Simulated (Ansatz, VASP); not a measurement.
## One calculation of BiRu, two programs

```
Bi Ru
1.0
     3.39462    0.00000    0.00000
     0.00000    3.39462    0.00000
     0.00000    0.00000    3.39462
Bi Ru
1 1
Direct
  0.00000 0.00000 0.00000
  0.50000 0.50000 0.50000
```

Change from the starting cell: species swapped into the YbTl type (Pm-3m, No. 221).

Alike in both runs: functional PBE; k mesh 16 × 16 × 16; occupations gaussian, width 0.1 eV; collinear spin.

Ansatz relaxed the structure, and its values are those at the end. VASP's run is a single point on that final structure, the one shown.

|  | VASP | Ansatz |
| --- | --- | --- |
| version | VASP 6.6.1 | Ansatz 0.2.0 |
| potentials or method | VASP PAW PBE potentials, release 64 (Bi_d, Ru_pv), cutoff 520 eV | scalar-relativistic, plane waves, PAW |
| valence electrons in the cell | 29 | 31 |

|  | VASP | Ansatz | Ansatz less VASP |
| --- | --- | --- | --- |
| gap on the k mesh at the Fermi level (eV) | none | none | - |
| pressure (GPa) | 0.1 | 0.0 | -0.08 |
| net moment per atom (μB) | 0.27 | 0.27 | +0.003 |
| size of the moment on the site where the two differ most (μB) | 0.52 | 0.52 | +0.004 |

Site moments also hang on the region over which each program counts them. A gap of «none» marks a metal or a gap that the smearing closes. VASP's potentials hold 29 valence electrons a cell and Ansatz's 31, so a difference there can come from the potentials and not from the codes.

Neither program's run includes spin-orbit coupling.
